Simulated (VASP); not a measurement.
# Sc: relaxation of cell and atoms with r2SCAN

Sc:

```
Sc
1.0
     0.00000    3.19000    3.19000
     3.19000    0.00000    3.19000
     3.19000    3.19000    0.00000
Sc
2
Direct
  0.00000 0.00000 0.00000
  0.25000 0.25000 0.25000
```

This isn't the form of Sc at room conditions, which is hcp.

* Program: VASP 6.6.1
* Task: relaxation of cell and atoms
* Functional: r2SCAN
* Potentials or basis: VASP PAW PBE potentials, release 64 (Sc_sv)
* Cutoff: 600 eV
* k mesh: 6 × 6 × 6
* Occupations: methfessel-paxton, width 0.05 eV
* Spin: no spin polarisation
* Dipole correction: no
* Further INCAR settings: ALGO = Normal; EDIFF = 1e-06; IBRION = 2; EDIFFG = -0.03; NSW = 80; ISIF = 3

- Pressure after relaxing: 0.1 GPa
- Band gap on the k mesh: zero (bands 11 and 12 overlap by 0.41 eV)

Final structure:
```
CELL_PARAMETERS angstrom
0.00000 3.19000 3.19000
3.19000 0.00000 3.19000
3.19000 3.19000 0.00000
ATOMIC_POSITIONS crystal
Sc 0.00000 0.00000 0.00000
Sc 0.25000 0.25000 0.25000
```

Levels at points of the mesh, in eV from the Fermi level:
```
           k point  band 8  band 9  band 10  band 11  band 12  band 13  band 14  band 15
(0.00, 0.00, 0.00)  -29.45   -4.48    -0.04    -0.04     0.39     0.39     0.39     1.82
(0.50, 0.00, 0.00)  -29.39   -1.87    -1.23    -0.09    -0.09     0.52     0.52     0.67
(0.50, 0.50, 0.00)  -29.33   -1.27    -1.27     0.02     0.02     0.66     0.66     1.80
```

Run time: 35 s on 1 thread of Intel(R) Xeon(R) 6975P-C (Granite Rapids), on a shared host, peak memory 0.21 GiB.

Caveat: the relaxation stopped at its first step, so nothing moved; the PAW data sets were made with another functional, which shifts forces and pressure a little.
